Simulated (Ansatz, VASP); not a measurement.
One calculation of Pb, two programs

```
Pb
1.0
     0.00000    2.46980    2.46980
     2.46980    0.00000    2.46980
     2.46980    2.46980    0.00000
Pb
1
Direct
  0.00000 0.00000 0.00000
```

Alike in both runs: task single point; functional PBE; k mesh 13 × 13 × 13; occupations fermi-dirac, width 0.08 eV; no spin polarisation.

```csv
,VASP,Ansatz
version,VASP 6.6.1,Ansatz 0.2.0
potentials or method,"VASP PAW PBE potentials, release 64 (Pb_d), cutoff 520 eV","all-electron LAPW, scalar-relativistic"
```

```csv
,VASP,Ansatz,Ansatz less VASP
pressure (GPa),2.7,2.8,+0.07
```

Ansatz ran all-electron here, and VASP with PAW potentials.

Neither program's run includes spin-orbit coupling.
